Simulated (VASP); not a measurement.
# Rh2O (Fm-3m) in VASP: single point with r2SCAN

Aim: the single point of Rh2O with r2SCAN.

Program: VASP 6.6.1. These are calculated values, not measurements. Logs are shortened: lines on timing, memory, paths and dates and some standing lists are left out, and cuts for length are marked.

## 1. The cell of the first run

Symmetry: Fm-3m, No. 225, cubic system. The conventional cell has a = 5.327 Å, b = 5.327 Å, c = 5.327 Å, α = 90.00°, β = 90.00°, γ = 90.00°. Within 3.0 Å of O (site symmetry m-3m) lie 8 Rh at 2.31 Å. Rh (site symmetry -43m) has 4 O at 2.31 Å and 6 Rh at 2.66 Å within 3.0 Å.

## 2. Single point, r2SCAN

POSCAR

```
Rh2O
1.0
    0.0000000000      2.6634522052      2.6634522052
    2.6634522052      0.0000000000      2.6634522052
    2.6634522052      2.6634522052      0.0000000000
O Rh
1 2
Direct
    0.0000000000      0.0000000000      0.0000000000
    0.2500000000      0.2500000000      0.2500000000
    0.7500000000      0.7500000000      0.7500000000
```

INCAR.step1

```
SYSTEM = Rh2O
  PREC = Accurate
  ENCUT = 770
  ISMEAR = -1
  SIGMA = 0.0668
  LREAL = .False.
  LASPH = .True.
  NELM = 120
  NBANDS = 27
  GGA = PE
  ALGO = Normal
  EDIFF = 1E-5
  LWAVE = .True.
  LCHARG = .False.
  GGA_COMPAT = .False.
```

INCAR.step2

```
SYSTEM = Rh2O
  PREC = Accurate
  ENCUT = 770
  EDIFF = 1E-6
  ISMEAR = -1
  SIGMA = 0.0668
  LREAL = .False.
  LASPH = .True.
  NELM = 120
  ALGO = Normal
  ISIF = 2
  LWAVE = .False.
  LCHARG = .False.
  METAGGA = R2SCAN
  LMIXTAU = .True.
  NBANDS = 27
  ISTART = 1
  GGA_COMPAT = .False.
```

KPOINTS

```
Automatic mesh
0
Gamma
  12 12 12
  0 0 0
```

Potentials or basis: VASP PAW PBE potentials, release 64 (O, Rh_sv_GW).

On the command line:

```
> cat potpaw_PBE.64/O/POTCAR potpaw_PBE.64/Rh_sv_GW/POTCAR > POTCAR
> cp INCAR.step1 INCAR
> mpirun -np 1 vasp_std > vasp.out
> cp INCAR.step2 INCAR
> mpirun -np 1 vasp_std > vasp.out
```

OUTCAR:

```text
SYSTEM = Rh2O
   PREC = Accurate
   ENCUT = 770
   EDIFF = 1E-6
   ISMEAR = -1
   LREAL = .False.
   LASPH = .True.
   NELM = 120
   ISIF = 2
   METAGGA = R2SCAN
   ISTART = 1

 ion  position               nearest neighbor table
   1  0.000  0.000  0.000-   3 2.31   3 2.31   3 2.31   2 2.31   3 2.31   2 2.31   2 2.31   2 2.31

   2  0.250  0.250  0.250-   1 2.31   1 2.31   1 2.31   1 2.31   3 2.66   3 2.66   3 2.66   3 2.66
                             3 2.66   3 2.66
   3  0.750  0.750  0.750-   1 2.31   1 2.31   1 2.31   1 2.31   2 2.66   2 2.66   2 2.66   2 2.66
                             2 2.66   2 2.66

  LATTYP: Found a face centered cubic cell.
 ALAT       =     5.3269044104

  Lattice vectors:

 A1 = (   0.0000000000,   2.6634522052,   2.6634522052)
 A2 = (   2.6634522052,   0.0000000000,   2.6634522052)
 A3 = (   2.6634522052,   2.6634522052,   0.0000000000)

Analysis of symmetry for initial positions (statically):
=====================================================================
 Subroutine PRICEL returns:
 Original cell was already a primitive cell.

 Routine SETGRP: Setting up the symmetry group for a
 face centered cubic supercell.

 Subroutine GETGRP returns: Found 48 space group operations
 (whereof 48 operations were pure point group operations)
 out of a pool of 48 trial point group operations.

The static configuration has the point symmetry O_h .

Analysis of symmetry for dynamics (positions and initial velocities):
=====================================================================
 Subroutine PRICEL returns:
 Original cell was already a primitive cell.

 Routine SETGRP: Setting up the symmetry group for a
 face centered cubic supercell.

 Subroutine GETGRP returns: Found 48 space group operations
 (whereof 48 operations were pure point group operations)
 out of a pool of 48 trial point group operations.

The dynamic configuration has the point symmetry O_h .

 Subroutine INISYM returns: Found 48 space group operations
 (whereof 48 operations are pure point group operations),
 and found     1 'primitive' translations

----------------------------------------------------------------------------------------

                                     Primitive cell

  volume of cell :      37.7889

[... 84 lines left out ...]
   ISPIN  =      1    spin polarized calculation?
   LNONCOLLINEAR =      F non collinear calculations
   LSORBIT =      F    spin-orbit coupling
   LASPH  =      T    aspherical Exc in radial PAW
   ENCUT  =  770.0 eV  56.59 Ry    7.52 a.u.   8.52  8.52  8.52*2*pi/ulx,y,z
   NELM   =    120;   NELMIN=  2; NELMDL=  0     # of ELM steps
   EDIFF  = 0.1E-05   stopping-criterion for ELM
   LREAL  =      F    real-space projection
   EDIFFG = 0.1E-04   stopping-criterion for IOM
   NSW    =      0    number of steps for IOM
   IBRION =     -1    ionic relax: 0-MD 1-quasi-New 2-CG
   NFREE  =      0    steps in history (QN), initial steepest desc. (CG)
   ISIF   =      2    stress and relaxation
   ISYM   =      2    0-nonsym 1-usesym 2-fastsym
   POTIM  = 0.5000    time-step for ionic-motion
   TEBEG  =    0.0;   TEEND  =   0.0 temperature during run
   PSTRESS=    0.0 pullay stress
   NELECT =      40.0000    total number of electrons
   NUPDOWN=      -1.0000    fix difference up-down
   EMIN   =  10.00;   EMAX   =-10.00  energy-range for DOS
   EFERMI =   0.00;   METHOD = LEGACY
   ISMEAR =    -1;   SIGMA  =   0.07  broadening in eV -4-tet -1-fermi 0-gaus
   EFERMI_NEDOS =   21; number of points for ismear=-14 and -15
   IALGO  =     38    algorithm
   IMIX   =      4    mixing-type and parameters
     AMIX     =   0.40;   BMIX     =  1.00
     AMIX_MAG =   1.60;   BMIX_MAG =  1.00
  volume/ion in A,a.u.               =      12.60        85.00
  Fermi-wavevector in a.u.,A,eV,Ry     =   1.668425  3.152865 37.873731  2.783641
  Thomas-Fermi vector in A             =   2.754274
   LORBIT       =      0    0 simple, 1 ext, 2 COOP (PROOUT), +10 PAW based schemes
   METAGGA = R2SCAN    functional components
   LHFCALC =     F    Hartree Fock is set to
   AEXX    =    0.0000 exact exchange contribution
   IVDW    =     0    specifies the selected vdW correction
   LEPSILON=     F    determine dielectric tensor
   LRPA    =     F    only Hartree local field effects (RPA)
 non-spin polarized calculation
  energy-cutoff  :      770.00
  volume of cell :       37.79
 maximum number of plane-waves:      1856
 NGX is ok and might be reduce to    36
   NGX = 17   NGY = 17   NGZ = 17

 number of electron      40.0000001 magnetization

 Free energy of the ion-electron system (eV)
  ---------------------------------------------------
  ext. energy  EPLUGINS =         0.00000000
  ---------------------------------------------------
  free energy    TOTEN  =       -50.67733772 eV

  energy without entropy =      -50.61939121  energy(sigma->0) =      -50.64836447

 E-fermi :   8.5715     XC(G=0): -13.8533

 val. band max:        8.5655955655   @ k =  -0.4167   0.4167   0.0000
 cond. band min:       8.5767189311   @ k =   0.3333   0.1667   0.0833
 fundamental gap:      0.0111233657
 Fermi energy:         8.5715113870

 k-point     1 :       0.0000    0.0000    0.0000
  band No.  band energies     occupation
      1     -72.1375      2.00000
      2     -72.0004      2.00000
      3     -39.3762      2.00000
      4     -39.3762      2.00000
      5     -39.3762      2.00000
      6     -39.0215      2.00000
[... 709 lines left out ...]
     26      20.3483      0.00000
     27      23.1371      0.00000

 [... further k-points ...]

------------------------ aborting loop because EDIFF is reached ----------------------------------------

  FORCE on cell =-STRESS in cart. coord.  units (eV):
  Direction    XX          YY          ZZ          XY          YZ          ZX
  --------------------------------------------------------------------------------------
  -------------------------------------------------------------------------------------
  Total       -0.0369510     -0.0369510     -0.0369510      0.0000000     -0.0000000      0.0000000
  in kB       -1.5666503     -1.5666503     -1.5666503      0.0000000     -0.0000000      0.0000000
  external PRESSURE =      -1.5666503 kB  Pullay stress =       0.0000000 kB

 VOLUME and BASIS-vectors are now :
 -----------------------------------------------------------------------------
  energy-cutoff  :      770.00
  volume of cell :       37.79
      direct lattice vectors                 reciprocal lattice vectors
     0.000000000  2.663452205  2.663452205    -0.187726290  0.187726290  0.187726290
     2.663452205  0.000000000  2.663452205     0.187726290 -0.187726290  0.187726290
     2.663452205  2.663452205  0.000000000     0.187726290  0.187726290 -0.187726290

 POSITION                                       TOTAL-FORCE (eV/Angst)
 -----------------------------------------------------------------------------------
      0.00000      0.00000      0.00000         0.000000      0.000000      0.000000
      1.33173      1.33173      1.33173         0.000000     -0.000000     -0.000000
      3.99518      3.99518      3.99518        -0.000000     -0.000000      0.000000
 -----------------------------------------------------------------------------------
    total drift:                                0.000000      0.000000      0.000000

  FREE ENERGIE OF THE ION-ELECTRON SYSTEM (eV)
  ---------------------------------------------------
  free  energy   TOTEN  =       -50.6773377242 eV

  energy  without entropy=      -50.6193912119  energy(sigma->0) =      -50.64836447
```

OSZICAR.step1:

```text
N       E                     dE             d eps       ncg     rms          rms(c)
DAV:   1     0.976225109815E+03    0.97623E+03   -0.29029E+04  3896   0.233E+03
DAV:   2     0.723542819897E+02   -0.90387E+03   -0.87247E+03  3888   0.993E+02
DAV:   3    -0.166984836454E+02   -0.89053E+02   -0.86061E+02  6474   0.294E+02
DAV:   4    -0.201697516868E+02   -0.34713E+01   -0.33935E+01  5728   0.651E+01
DAV:   5    -0.202476994027E+02   -0.77948E-01   -0.77717E-01  6076   0.100E+01    0.437E+01
DAV:   6    -0.188733855059E+02    0.13743E+01   -0.29113E+01  5666   0.630E+01    0.319E+01
DAV:   7    -0.161501292143E+02    0.27233E+01   -0.19770E+01  5941   0.354E+01    0.187E+01
DAV:   8    -0.158936183870E+02    0.25651E+00   -0.16238E+00  6138   0.110E+01    0.462E+00
DAV:   9    -0.158435022123E+02    0.50116E-01   -0.26559E-01  5687   0.590E+00    0.804E-01
DAV:  10    -0.158428612867E+02    0.64093E-03   -0.93712E-03  5518   0.883E-01    0.225E-01
DAV:  11    -0.158426273863E+02    0.23390E-03   -0.15503E-03  5246   0.431E-01    0.137E-01
DAV:  12    -0.158425277576E+02    0.99629E-04   -0.19554E-04  4852   0.125E-01    0.566E-02
DAV:  13    -0.158425207249E+02    0.70326E-05   -0.56893E-05  4705   0.632E-02
   1 F= -.15842521E+02 E0= -.15813125E+02  d E =-.587916E-01
```

Run time: 5.2 min. Hardware: 1 thread of Intel Xeon Platinum 8488C (Sapphire Rapids), shared host; peak memory 0.31 GiB.

Results:

```yaml
Free_energy: -50.6773 eV
Pressure: -0.2 GPa
Band_gap_on_the_k_mesh: zero (bands 20 and 21 overlap by 0.58 eV)
```

Levels at points of the mesh, in eV from the Fermi level:
```tsv
k point	band 18	band 19	band 20	band 21	band 22	band 23
(0.00, 0.00, 0.00)	-0.10	-0.03	-0.03	-0.03	1.46	1.46
(0.50, 0.00, 0.00)	-1.85	-1.85	-1.11	0.78	0.78	1.99
(0.50, 0.50, 0.00)	-0.90	-0.90	-0.48	0.16	1.35	3.82
```

Caveat: the PAW data sets were made with another functional, which shifts forces and pressure a little.
